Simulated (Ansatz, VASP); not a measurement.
**Na in VASP and in Ansatz**

```
Na
1.0
    -2.08458    2.08458    2.08458
     2.08458   -2.08458    2.08458
     2.08458    2.08458   -2.08458
Na
1
Cartesian
  0.0000 0.0000 0.0000
```

Alike in both runs: functional PBEsol; k mesh 14 × 14 × 14; occupations gaussian, width 0.1 eV; no spin polarisation.

Ansatz relaxed the structure, and its values are those at the end. VASP's run is a single point on that final structure, the one shown.

|  | VASP | Ansatz |
| --- | --- | --- |
| version | VASP 6.6.1 | Ansatz 0.2.0 |
| potentials or method | VASP PAW PBE potentials, release 64 (Na_pv), cutoff 520 eV | scalar-relativistic, plane waves, PAW |
| valence electrons in the cell | 7 | 9 |

```csv
,VASP,Ansatz,Ansatz less VASP
gap on the k mesh at the Fermi level (eV),none,none,-
pressure (GPa),0.0,0.0,+0.02
```

VASP's potentials were made for PBE, not for PBEsol. A gap of «none» marks a metal or a gap that the smearing closes. VASP's potentials hold 7 valence electrons a cell and Ansatz's 9, so a difference there can come from the potentials and not from the codes.
